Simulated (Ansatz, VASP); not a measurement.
This is a calculation of MoS2 for VASP 6.6.1.

INCAR

```
SYSTEM = MoS2
  ALGO = Normal
  EDIFF = 1E-7
  ENCUT = 520
  GGA = PS
  ISIF = 2
  ISMEAR = -1
  LASPH = .TRUE.
  LCHARG = .FALSE.
  LREAL = .FALSE.
  LWAVE = .FALSE.
  NBANDS = 35
  NELM = 100
  PREC = Accurate
  SIGMA = 0.05
```

KPOINTS

```
k-points
0
G
  10 10 3
  0 0 0
```

The input POSCAR:

```
MoS2
1.0
    3.2107021507      0.0000000000      0.0000000000
   -1.6053510754      2.7805496265      0.0000000000
    0.0000000000      0.0000000000     12.4861764927
Mo S
2 4
Direct
    0.6666666667      0.3333333333      0.7500000000
    0.3333333333      0.6666666667      0.2500000000
    0.6666666667      0.3333333333      0.3770000000
    0.3333333333      0.6666666667      0.8770000000
    0.6666666667      0.3333333333      0.1230000000
    0.3333333333      0.6666666667      0.6230000000
```

Potentials or basis: VASP PAW PBE potentials, release 64 (Mo_sv, S).

Command:

```bash
$ cat potpaw_PBE.64/Mo_sv/POTCAR potpaw_PBE.64/S/POTCAR > POTCAR
$ mpirun -np 1 vasp_std > vasp.out
```

Translate it to Ansatz 0.2.0. Potentials there: all-electron LAPW, scalar-relativistic.

As run (the cutoff follows the program's own potentials):

File input.yaml:

```yaml
crystal:
  lattice:
    - [3.2107021507, 0.0, 0.0]
    - [-1.6053510754, 2.7805496265, 0.0]
    - [0.0, 0.0, 12.4861764927]
  atoms:
    - { symbol: Mo, position: [0.6666666667, 0.3333333333, 0.75] }
    - { symbol: Mo, position: [0.3333333333, 0.6666666667, 0.25] }
    - { symbol: S, position: [0.6666666667, 0.3333333333, 0.377] }
    - { symbol: S, position: [0.3333333333, 0.6666666667, 0.877] }
    - { symbol: S, position: [0.6666666667, 0.3333333333, 0.123] }
    - { symbol: S, position: [0.3333333333, 0.6666666667, 0.623] }
kpoints:
  mp_grid: { grid: [10, 10, 3] }
scf:
  occupations: { method: fermi_dirac, width: 0.05 }
hamiltonian:
  xc: pbesol
  pseudopotentials: { kind: all_electron, lapw: { basis_error: 0.001 } }
output:
  forces: true
  stress: true
  eigenvalues: true
```

Potentials or basis: all-electron LAPW, scalar-relativistic.

The run is started by

```bash
$ ansatz run input.yaml --threads 4 --pin off --max-ram 12288MiB --backend cpu --events-out ev --progress --plain --runs-dir out
```

Both were run:

|  | VASP | Ansatz | Ansatz less VASP |
| --- | --- | --- | --- |
| gap on the k mesh at the Fermi level (eV) | 0.93 | 0.92 | -0.011 |
| least direct gap on the mesh (eV) | 1.78 | 1.77 | -0.003 |
| pressure (GPa) | -8.1 | -8.1 | +0.01 |
| traceless stress, the component that is largest in VASP (GPa) | 0.17 | 0.17 | 0.000 |
| rms of the force components (eV/Å) | 0.421 | 0.422 | +0.0012 |

VASP's potentials were made for PBE, not for PBEsol. Atom by atom the forces differ by 0.001 eV/Å (rms over components). Ansatz ran all-electron here, and VASP with PAW potentials.
